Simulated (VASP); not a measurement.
# Al3Co4H in VASP: single point with PBEsol

Aim: the single point of Al3Co4H with PBEsol.

All numbers are computed with VASP 6.6.1; they aren't measurements. Logs are shortened: lines on timing, memory, paths and dates and some standing lists are left out, and cuts for length are marked.

**1. The cell of the first run**

The cell holds a slab with vacuum, 8 atoms: a = 2.823 Å, b = 2.823 Å, c = 27.468 Å, α = 90.00°, β = 90.00°, γ = 90.00°.

**2. Single point, PBEsol**

Input file INCAR:

```
  ALGO = Normal
  DIPOL = 0.5 0.5 0.486
  EDIFF = 1E-6
  ENCUT = 520
  GGA = PS
  IDIPOL = 3
  ISIF = 2
  ISMEAR = 0
  LASPH = T
  LCHARG = T
  LDIPOL = T
  LELF = T
  LREAL = F
  LVACPOTAV = T
  LVHAR = T
  LWAVE = F
  NBANDS = 33
  NELM = 100
  PREC = Accurate
  SIGMA = 0.1
```

Input file KPOINTS:

```
k-points
0
Gamma
  10 10 1
```

Input file POSCAR:

```
Al3Co4H
1.0
    2.8225855360      0.0000000000      0.0000000000
    0.0000000000      2.8225855360      0.0000000000
    0.0000000000      0.0000000000     27.4677566081
Co Al H
4 3 1
Direct
    0.5000000000      0.5000000000      0.3094537396
    0.5000000000      0.5000000000      0.4122136983
    0.5000000000      0.5000000000      0.5142211323
    0.5000000000      0.5000000000      0.6162705279
    0.0000000000      0.0000000000      0.3608337189
    0.0000000000      0.0000000000      0.4635601249
    0.0000000000      0.0000000000      0.5678158242
    0.0000000000      0.5000000000      0.6463435686
```

Potentials or basis: VASP PAW PBE potentials, release 64 (Co, Al, H).

The run is started by

```
cat potpaw_PBE.64/Co/POTCAR potpaw_PBE.64/Al/POTCAR potpaw_PBE.64/H/POTCAR > POTCAR
mpirun -np 1 vasp_std > vasp.out
```

OUTCAR:

```text
EDIFF = 1E-6
   ENCUT = 520
   GGA = PS
   ISIF = 2
   ISMEAR = 0
   LASPH = T
   LREAL = F
   NELM = 100
   PREC = Accurate

 ion  position               nearest neighbor table
   1  0.500  0.500  0.309-   5 2.44   5 2.44   5 2.44   5 2.44   2 2.82
   2  0.500  0.500  0.412-   6 2.44   6 2.44   6 2.44   6 2.44   5 2.44   5 2.44   5 2.44   5 2.44
                             3 2.80   1 2.82
   3  0.500  0.500  0.514-   6 2.43   6 2.43   6 2.43   6 2.43   7 2.48   7 2.48   7 2.48   7 2.48
                             2 2.80   4 2.80
   4  0.500  0.500  0.616-   8 1.64   8 1.64   7 2.40   7 2.40   7 2.40   7 2.40   3 2.80
   5  0.000  0.000  0.361-   1 2.44   1 2.44   1 2.44   1 2.44   2 2.44   2 2.44   2 2.44   2 2.44
                             6 2.82
   6  0.000  0.000  0.464-   3 2.43   3 2.43   3 2.43   3 2.43   2 2.44   2 2.44   2 2.44   2 2.44
                             5 2.82   7 2.86
   7  0.000  0.000  0.568-   4 2.40   4 2.40   4 2.40   4 2.40   3 2.48   3 2.48   3 2.48   3 2.48
                             6 2.86
   8  0.000  0.500  0.646-   4 1.64   4 1.64

  LATTYP: Found a simple tetragonal cell.
 ALAT       =     2.8225855360
 C/A-ratio  =     9.7314169076

  Lattice vectors:

 A1 = (   2.8225855360,   0.0000000000,   0.0000000000)
 A2 = (   0.0000000000,   2.8225855360,   0.0000000000)
 A3 = (   0.0000000000,   0.0000000000,  27.4677566081)

Analysis of symmetry for initial positions (statically):
=====================================================================
 Subroutine PRICEL returns:
 Original cell was already a primitive cell.

 Routine SETGRP: Setting up the symmetry group for a
 simple tetragonal supercell.

 Subroutine GETGRP returns: Found  4 space group operations
 (whereof  4 operations were pure point group operations)
 out of a pool of 16 trial point group operations.

The static configuration has the point symmetry C_2v.

Analysis of symmetry for dynamics (positions and initial velocities):
=====================================================================
 Subroutine PRICEL returns:
 Original cell was already a primitive cell.

 Routine SETGRP: Setting up the symmetry group for a
 simple tetragonal supercell.

 Subroutine GETGRP returns: Found  4 space group operations
 (whereof  4 operations were pure point group operations)
 out of a pool of 16 trial point group operations.

The dynamic configuration has the point symmetry C_2v.

 Subroutine INISYM returns: Found  4 space group operations
 (whereof  4 operations are pure point group operations),
 and found     1 'primitive' translations

----------------------------------------------------------------------------------------

                                     Primitive cell

  volume of cell :     218.8353

  direct lattice vectors                    reciprocal lattice vectors
     2.822585536  0.000000000  0.000000000     0.354285100  0.000000000  0.000000000
     0.000000000  2.822585536  0.000000000     0.000000000  0.354285100  0.000000000
     0.000000000  0.000000000 27.467756608     0.000000000  0.000000000  0.036406322

  length of vectors
     2.822585536  2.822585536 27.467756608     0.354285100  0.354285100  0.036406322

  position of ions in fractional coordinates (direct lattice)
     0.500000000  0.500000000  0.309453740
     0.500000000  0.500000000  0.412213698
     0.500000000  0.500000000  0.514221132
     0.500000000  0.500000000  0.616270528
     0.000000000  0.000000000  0.360833719
     0.000000000  0.000000000  0.463560125
     0.000000000  0.000000000  0.567815824
     0.000000000  0.500000000  0.646343569

  ion indices of the primitive-cell ions
   primitive index   ion index
                 1           1
                 2           2
                 3           3
                 4           4
                 5           5
                 6           6
                 7           7
                 8           8

----------------------------------------------------------------------------------------

 KPOINTS: k-points

Automatic generation of k-mesh.
 Grid dimensions read from file:
 generate k-points for:   10   10    1

 Generating k-lattice:

  Cartesian coordinates                     Fractional coordinates (reciprocal lattice)
     0.035428510  0.000000000  0.000000000     0.100000000  0.000000000  0.000000000
     0.000000000  0.035428510  0.000000000     0.000000000  0.100000000  0.000000000
     0.000000000  0.000000000  0.036406322     0.000000000  0.000000000  1.000000000

  Length of vectors
     0.035428510  0.035428510  0.036406322

  Shift w.r.t. Gamma in fractional coordinates (k-lattice)
     0.000000000  0.000000000  0.000000000

 Subroutine IBZKPT returns following result:
 ===========================================

 Found     36 irreducible k-points:

 Following reciprocal coordinates:
            Coordinates               Weight
  0.000000  0.000000  0.000000      1.000000
  0.100000  0.000000  0.000000      2.000000
  0.000000  0.100000  0.000000      2.000000
  0.200000  0.000000  0.000000      2.000000
  0.000000  0.200000  0.000000      2.000000
  0.300000  0.000000  0.000000      2.000000
[... 16 lines left out ...]
 -0.200000  0.300000  0.000000      4.000000
  0.400000  0.200000  0.000000      4.000000
 [... further k-points ...]
   k-points           NKPTS =     36   k-points in BZ     NKDIM =     36   number of bands    NBANDS=     33
   number of dos      NEDOS =    301   number of ions     NIONS =      8
   total plane-waves  NPLWV = 120960
   dimension x,y,z NGX =    24 NGY =   24 NGZ =  210
   dimension x,y,z NGXF=    48 NGYF=   48 NGZF=  420
   ions per type =               4   3   1
   NGX,Y,Z   is equivalent  to a cutoff of  14.14, 14.14, 12.71 a.u.
   NGXF,Y,Z  is equivalent  to a cutoff of  28.27, 28.27, 25.42 a.u.
 SYSTEM =  unknown system
   PREC   = accura    normal or accurate (medium, high low for compatibility)
   ISTART =      0    job   : 0-new  1-cont  2-samecut
   ICHARG =      2    charge: 1-file 2-atom 10-const
   ISPIN  =      1    spin polarized calculation?
   LNONCOLLINEAR =      F non collinear calculations
   LSORBIT =      F    spin-orbit coupling
   LASPH  =      T    aspherical Exc in radial PAW
   ENCUT  =  520.0 eV  38.22 Ry    6.18 a.u.   5.25  5.25 51.07*2*pi/ulx,y,z
   NELM   =    100;   NELMIN=  2; NELMDL= -5     # of ELM steps
   EDIFF  = 0.1E-05   stopping-criterion for ELM
   LREAL  =      F    real-space projection
   EDIFFG = 0.1E-04   stopping-criterion for IOM
   NSW    =      0    number of steps for IOM
   IBRION =     -1    ionic relax: 0-MD 1-quasi-New 2-CG
   NFREE  =      0    steps in history (QN), initial steepest desc. (CG)
   ISIF   =      2    stress and relaxation
   ISYM   =      2    0-nonsym 1-usesym 2-fastsym
   POTIM  = 0.5000    time-step for ionic-motion
   TEBEG  =    0.0;   TEEND  =   0.0 temperature during run
   PSTRESS=    0.0 pullay stress
   NELECT =      46.0000    total number of electrons
   NUPDOWN=      -1.0000    fix difference up-down
   EMIN   =  10.00;   EMAX   =-10.00  energy-range for DOS
   EFERMI =   0.00;   METHOD = LEGACY
   ISMEAR =     0;   SIGMA  =   0.10  broadening in eV -4-tet -1-fermi 0-gaus
   EFERMI_NEDOS =   21; number of points for ismear=-14 and -15
   IALGO  =     38    algorithm
   IMIX   =      4    mixing-type and parameters
     AMIX     =   0.40;   BMIX     =  1.00
     AMIX_MAG =   1.60;   BMIX_MAG =  1.00
  volume/ion in A,a.u.               =      27.35       184.60
  Fermi-wavevector in a.u.,A,eV,Ry     =   0.973393  1.839446 12.891443  0.947494
  Thomas-Fermi vector in A             =   2.103769
   LORBIT       =      0    0 simple, 1 ext, 2 COOP (PROOUT), +10 PAW based schemes
   GGA     = PS    functional components
   LHFCALC =     F    Hartree Fock is set to
   AEXX    =    0.0000 exact exchange contribution
   IVDW    =     0    specifies the selected vdW correction
   LEPSILON=     F    determine dielectric tensor
   LRPA    =     F    only Hartree local field effects (RPA)
 non-spin polarized calculation
 Gauss-broadening in eV      SIGMA  =   0.10
  energy-cutoff  :      520.00
  volume of cell :      218.84
 maximum number of plane-waves:      5967
 NGX is ok and might be reduce to    24
   NGX = 11   NGY = 11   NGZ =103

 number of electron      45.9999979 magnetization

 dipolmoment           0.000000      0.000000      0.048297 electrons x Angstroem

 Free energy of the ion-electron system (eV)
  ---------------------------------------------------
  ext. energy  EPLUGINS =         0.00000000
  ---------------------------------------------------
  free energy    TOTEN  =       -47.19471585 eV

  energy without entropy =      -47.15364478  energy(sigma->0) =      -47.17418032

 E-fermi :   0.5735     XC(G=0):  -5.4286

 val. band max:        0.5715366131   @ k =   0.5000   0.5000   0.0000
 cond. band min:       0.5801016922   @ k =   0.2000   0.2000   0.0000
 fundamental gap:      0.0085650790
 Fermi energy:         0.5734765247

 k-point     1 :       0.0000    0.0000    0.0000
  band No.  band energies     occupation
      1     -10.1235      2.00000
      2      -9.0965      2.00000
      3      -7.6369      2.00000
      4      -5.8305      2.00000
      5      -4.1024      2.00000
      6      -2.7130      2.00000
[... 25 lines left out ...]
     32       7.3726      0.00000
     33       7.4073      0.00000

 k-point     2 :       0.1000    0.0000    0.0000
  band No.  band energies     occupation
      1      -9.9317      2.00000
      2      -8.9097      2.00000
      3      -7.4651      2.00000
      4      -5.6601      2.00000
      5      -3.9994      2.00000
      6      -2.6516      2.00000
[... 25 lines left out ...]
     32       6.5188      0.00000
     33       6.9301      0.00000
[... 754 lines left out ...]
     32       6.3200      0.00000
     33       6.5041      0.00000

 k-point    24 :       0.4000    0.2000    0.0000
  band No.  band energies     occupation
      1      -6.5762      2.00000
      2      -5.7355      2.00000
      3      -4.8167      2.00000
      4      -3.7943      2.00000
      5      -3.7194      2.00000
      6      -3.1503      2.00000
[... 25 lines left out ...]
     32       6.3317      0.00000
     33       6.8449      0.00000

 [... further k-points ...]

------------------------ aborting loop because EDIFF is reached ----------------------------------------

  FORCE on cell =-STRESS in cart. coord.  units (eV):
  Direction    XX          YY          ZZ          XY          YZ          ZX
  --------------------------------------------------------------------------------------
  -------------------------------------------------------------------------------------
  Total       -5.1236280     -2.5566974     -0.7619628      0.0000000      0.0000000      0.0000000
  in kB      -37.5120465    -18.7185626     -5.5786217      0.0000000      0.0000000      0.0000000
  external PRESSURE =     -20.6030769 kB  Pullay stress =       0.0000000 kB

 VOLUME and BASIS-vectors are now :
 -----------------------------------------------------------------------------
  energy-cutoff  :      520.00
  volume of cell :      218.84
      direct lattice vectors                 reciprocal lattice vectors
     2.822585536  0.000000000  0.000000000     0.354285100  0.000000000  0.000000000
     0.000000000  2.822585536  0.000000000     0.000000000  0.354285100  0.000000000
     0.000000000  0.000000000 27.467756608     0.000000000  0.000000000  0.036406322

 POSITION                                       TOTAL-FORCE (eV/Angst)
 -----------------------------------------------------------------------------------
      1.41129      1.41129      8.50000         0.000000      0.000000      0.699323
      1.41129      1.41129     11.32259         0.000000      0.000000      0.121124
      1.41129      1.41129     14.12450         0.000000      0.000000     -0.006513
      1.41129      1.41129     16.92757         0.000000      0.000000      0.013399
      0.00000      0.00000      9.91129         0.000000      0.000000     -0.830664
      0.00000      0.00000     12.73296         0.000000      0.000000      0.014884
      0.00000      0.00000     15.59663         0.000000      0.000000     -0.022480
      0.00000      1.41129     17.75361         0.000000      0.000000      0.010927
 -----------------------------------------------------------------------------------
    total drift:                                0.000000     -0.000000     -0.000243

  FREE ENERGIE OF THE ION-ELECTRON SYSTEM (eV)
  ---------------------------------------------------
  free  energy   TOTEN  =       -47.1947158536 eV

  energy  without entropy=      -47.1536447785  energy(sigma->0) =      -47.17418032

 vacuum level on the upper side and lower side of the slab         6.223         5.127
```

It took 7.8 min on 1 thread of Intel Xeon 6975P-C (Granite Rapids), shared host; peak memory 0.47 GiB.

Results:

* Free energy: -47.1947 eV
* Largest force: 0.831 eV/Å
* Band gap on the k mesh: zero (bands 23 and 24 overlap by 0.82 eV)

Forces in eV/Å, atoms in the order of the input:
```
Co   0.000  0.000  0.699
Co   0.000  0.000  0.121
Co   0.000  0.000 -0.007
Co   0.000  0.000  0.013
Al   0.000  0.000 -0.831
Al   0.000  0.000  0.015
Al   0.000  0.000 -0.022
H    0.000  0.000  0.011
```

Levels at points of the mesh, in eV from the Fermi level:
```csv
k point,band 20,band 21,band 22,band 23,band 24,band 25,band 26,band 27
"(0.00, 0.00, 0.00)",-0.37,-0.34,-0.31,-0.30,-0.17,0.06,0.94,2.43
"(0.50, 0.00, 0.00)",-0.61,-0.49,-0.23,-0.18,-0.07,0.16,0.38,0.49
"(0.00, 0.50, 0.00)",-0.61,-0.57,-0.49,-0.39,-0.18,0.04,0.33,0.48
"(0.50, 0.50, 0.00)",-0.03,0.00,0.19,0.51,0.85,1.31,2.66,2.69
```

Caveat: the PAW data sets were made with another functional, which shifts forces and pressure a little; the run has no spin polarisation, though such a crystal can be magnetic. Spin polarisation is off, so any magnetic state and its effect on volume and gap are missing.
